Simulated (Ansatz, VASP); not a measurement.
## SiN: VASP beside Ansatz

```
Si N
1.0
     3.50684    0.00000    0.00000
     0.00000    3.50684    0.00000
     0.00000    0.00000    4.08778
Si N
2 2
Direct
  0.00000 0.50000 0.16140
  0.50000 0.00000 0.83860
  0.00000 0.00000 0.00000
  0.50000 0.50000 0.00000
```

Alike in both runs: functional PBE; k mesh 6 × 6 × 4; occupations gaussian, width 0.1 eV; no spin polarisation.

Ansatz relaxed the structure, and its values are those at the end. VASP's run is a single point on that final structure, the one shown.

```csv
,VASP,Ansatz
version,VASP 6.6.1,Ansatz 0.2.0
potentials or method,"VASP PAW PBE potentials, release 64 (Si, N), cutoff 520 eV","scalar-relativistic, plane waves, PAW"
valence electrons in the cell,18,18
```

|  | VASP | Ansatz | Ansatz less VASP |
| --- | --- | --- | --- |
| gap on the k mesh at the Fermi level (eV) | none | none | - |
| pressure (GPa) | 0.0 | 0.0 | +0.02 |

A gap of «none» marks a metal or a gap that the smearing closes. The functional is the same, so the differences come from potentials, cutoffs and numerics.

The k mesh is coarse, so the values compare programs but aren't converged.
